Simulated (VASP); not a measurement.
Crystal: Pt.

```
CELL_PARAMETERS angstrom
4.40203 0.00000 0.00000
-2.20101 3.81227 0.00000
0.00000 0.00000 2.69844
ATOMIC_POSITIONS crystal
Pt 0.00000 0.00000 0.00000
Pt 0.33333 0.66667 0.50000
Pt 0.66667 0.33333 0.50000
```

This isn't the form of Pt at room conditions, which is fcc.

```yaml
Program: VASP 6.6.1
Task: relaxation of cell and atoms
Functional: LDA
Potentials_or_basis: VASP PAW LDA potentials, release 64 (Pt)
Cutoff: 600 eV
k_mesh: 8 × 8 × 12
Occupations: fermi-dirac, width 0.1 eV
Spin: no spin polarisation
```

At the start: pressure 1.5 GPa; volume 15.09 Å³/atom.

How do energy, volume and symmetry change on relaxing?

Over 7 steps the energy falls by 10.1 meV/atom and the volume is 15.15 Å³/atom (+0.4 %); space group P6/mmm (No. 191, to 0.1 Å) before and after.

The path:
```csv
step,energy change (eV),largest force (eV/Å),pressure (GPa),volume (Å³)
1,0.0000,0.0000,1.49,45.28
2,-0.0045,0.0000,-4.13,46.17
3,-0.0282,0.0000,-1.87,45.76
4,-0.0191,0.0000,4.29,44.82
5,-0.0302,0.0000,-0.10,45.47
6,-0.0302,0.0000,-0.06,45.47
7,-0.0303,0.0000,0.06,45.45
```

Final structure:
```cif
data_structure
_symmetry_space_group_name_H-M 'P 1'
_symmetry_Int_Tables_number 1
_cell_length_a 4.4488
_cell_length_b 4.4488
_cell_length_c 2.6515
_cell_angle_alpha 90.000
_cell_angle_beta 90.000
_cell_angle_gamma 120.000
_cell_volume 45.45
loop_
_atom_site_label
_atom_site_type_symbol
_atom_site_fract_x
_atom_site_fract_y
_atom_site_fract_z
_atom_site_occupancy
Pt1 Pt 0.00000 0.00000 0.00000 1
Pt2 Pt 0.33333 0.66667 0.50000 1
Pt3 Pt 0.66667 0.33333 0.50000 1
```
